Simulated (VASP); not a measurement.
ReRu: single point with PBE

Crystal: ReRu.

```
Re Ru
1.0
     3.01621    0.00000    0.00000
     0.00000    3.01621    0.00000
     0.00000    0.00000    3.01621
Re Ru
1 1
Direct
  0.00000 0.00000 0.00000
  0.50000 0.50000 0.50000
```

```
Program             : VASP 6.6.1
Task                : single point
Functional          : PBE
Potentials or basis : VASP PAW PBE potentials, release 64 (Re, Ru_pv)
Cutoff              : 520 eV
k mesh              : 6 × 6 × 6
Occupations         : gaussian, width 0.1 eV
Spin                : no spin polarisation
```

| Property | Result |
| --- | --- |
| Pressure | 25.7 GPa |

Levels at points of the mesh, in eV from the Fermi level:
```
           k point  band 7  band 8  band 9  band 10  band 11  band 12  band 13  band 14
(0.00, 0.00, 0.00)   -3.06   -3.06   -3.06     0.26     0.26     2.97     2.97     2.97
(0.50, 0.00, 0.00)   -4.03   -2.60   -2.60    -1.59    -1.59    -1.33     0.37     1.38
(0.50, 0.50, 0.00)   -5.13   -0.08   -0.07     0.56     0.59     0.59     2.13     3.66
(0.50, 0.50, 0.50)   -4.12   -4.12   -4.12     0.03     0.03     2.29     2.29     7.54
```

Wall time 9.1 s on 1 thread of Intel(R) Xeon(R) Platinum 8488C (Sapphire Rapids), with other jobs on the host, peak memory 0.14 GiB.

Caveat: spin-orbit coupling is left out, which moves the levels of the heavy elements.
